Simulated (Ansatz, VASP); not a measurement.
One calculation of MgAu, two programs

Contents of INCAR:

```
PREC = Accurate ; ENCUT = 520
EDIFF = 1E-7 ; ISMEAR = -1
SIGMA = 0.05 ; LREAL = F
LASPH = T ; NELM = 100
ALGO = Normal ; ISIF = 2
LWAVE = F ; LCHARG = F
GGA = CA ; NBANDS = 14
```

The input KPOINTS:

```
regular mesh
0
Gamma
  13 13 13
```

File POSCAR:

```
MgAu
1.0
    3.2371268577      0.0000000000      0.0000000000
    0.0000000000      3.2371268577      0.0000000000
    0.0000000000      0.0000000000      3.2371268577
Mg Au
1 1
Direct
    0.5000000000      0.5000000000      0.5000000000
    0.0000000000      0.0000000000      0.0000000000
```

Input for Ansatz:

```yaml
crystal:
  lattice:
    - [3.2371268577, 0.0, 0.0]
    - [0.0, 3.2371268577, 0.0]
    - [0.0, 0.0, 3.2371268577]
  atoms:
    - { symbol: Mg, position: [0.5, 0.5, 0.5] }
    - { symbol: Au, position: [0.0, 0.0, 0.0] }
kpoints:
  mp_grid: { grid: [13, 13, 13] }
  band_path:
    path:
      - [0.0, 0.0, 0.0]
      - [0.0, 0.5, 0.0]
      - [0.5, 0.5, 0.0]
      - [0.0, 0.0, 0.0]
      - [0.5, 0.5, 0.5]
      - [0.0, 0.5, 0.0]
      - [0.5, 0.5, 0.5]
      - [0.5, 0.5, 0.0]
    npoints: 5
scf:
  occupations: { method: fermi_dirac, width: 0.05 }
hamiltonian:
  xc: lda
  pseudopotentials: { kind: all_electron, lapw: { basis_error: 0.00025 } }
output:
  forces: true
  stress: true
  eigenvalues: true
```

Change from the starting cell: volume scaled by 0.98.

Alike in both runs: task single point; functional LDA; k mesh 13 × 13 × 13; occupations fermi-dirac, width 0.05 eV; no spin polarisation.

|  | VASP | Ansatz |
| --- | --- | --- |
| version | VASP 6.6.1 | Ansatz 0.2.0 |
| potentials or method | VASP PAW LDA potentials, release 64 (Mg, Au), cutoff 520 eV | all-electron LAPW, scalar-relativistic |

|  | VASP | Ansatz | Ansatz less VASP |
| --- | --- | --- | --- |
| pressure (GPa) | -2.1 | -1.7 | +0.40 |

LDA's correlation is that of Perdew and Zunger in VASP and of Perdew and Wang (1992) in Ansatz. Ansatz ran all-electron here, and VASP with PAW potentials.

Neither program's run includes spin-orbit coupling.
